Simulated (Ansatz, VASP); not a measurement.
# Sn: VASP beside Ansatz

```xyz
4
Lattice="1.7954 -5.8220 0.0000 1.7954 5.8220 0.0000 0.0000 0.0000 5.3258" Properties=species:S:1:pos:R:3 pbc="T T T"
Sn    1.7954    4.2576    5.3257
Sn    1.7954   -1.5643    2.6630
Sn    1.7954   -4.2576    0.0001
Sn    1.7954    1.5643    2.6628
```

Alike in both runs: functional r2SCAN; k mesh 4 × 4 × 4; occupations gaussian, width 0.1 eV; no spin polarisation.

Ansatz relaxed the structure, and its values are those at the end. VASP's run is a single point on that final structure, the one shown.

```csv
,VASP,Ansatz
version,VASP 6.6.1,Ansatz 0.2.0
potentials or method,"VASP PAW PBE potentials, release 64 (Sn_d), cutoff 520 eV","scalar-relativistic, plane waves, PAW"
valence electrons in the cell,56,56
```

|  | VASP | Ansatz | Ansatz less VASP |
| --- | --- | --- | --- |
| gap on the k mesh at the Fermi level (eV) | none | none | - |
| pressure (GPa) | -0.2 | -0.2 | +0.01 |
| rms of the force components (eV/Å) | 0.021 | 0.019 | -0.0023 |

VASP's potentials were made for PBE, not for r2SCAN. A gap of «none» marks a metal or a gap that the smearing closes.

The k mesh is coarse, so the values compare programs but aren't converged.
